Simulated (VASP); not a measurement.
Runs of VASP 6.6.1 on PbS. The structure is that of space group P4/nmm (No. 129), or close to it. The cells are those of the table. 

```csv
cell,gap on the mesh (eV),pressure (GPa),largest force (eV/Å)
"a = 4.196, b = 4.196, c = 13.369 Å, 8 atoms",(c),-1.4,0.40
"a = 4.196, b = 4.196, c = 14.869 Å, 8 atoms",1.03,(b),0.43
"a = 4.196, b = 4.196, c = 13.869 Å, 8 atoms",0.97,-1.3,(a)
"a = 4.196, b = 4.196, c = 17.869 Å, 8 atoms",1.07,-,0.43
"a = 4.196, b = 4.196, c = 16.369 Å, 8 atoms",1.06,-0.9,0.43
```

Alike in all rows: task single point; level PBE+D3(BJ); potentials or basis VASP PAW PBE potentials, release 64 (Pb_d, S); no spin polarisation; k mesh 8 × 8 × 3; cutoff (eV) 520; smearing gaussian 0.03 eV.

Task: Estimate the missing entries.

Result: (a) 0.42; (b) -1.1; (c) 0.90.

Caveats: spin-orbit coupling is left out, which moves the levels of the heavy elements.

A k mesh can miss the band edges, and the runs leave out spin-orbit coupling on Pb.
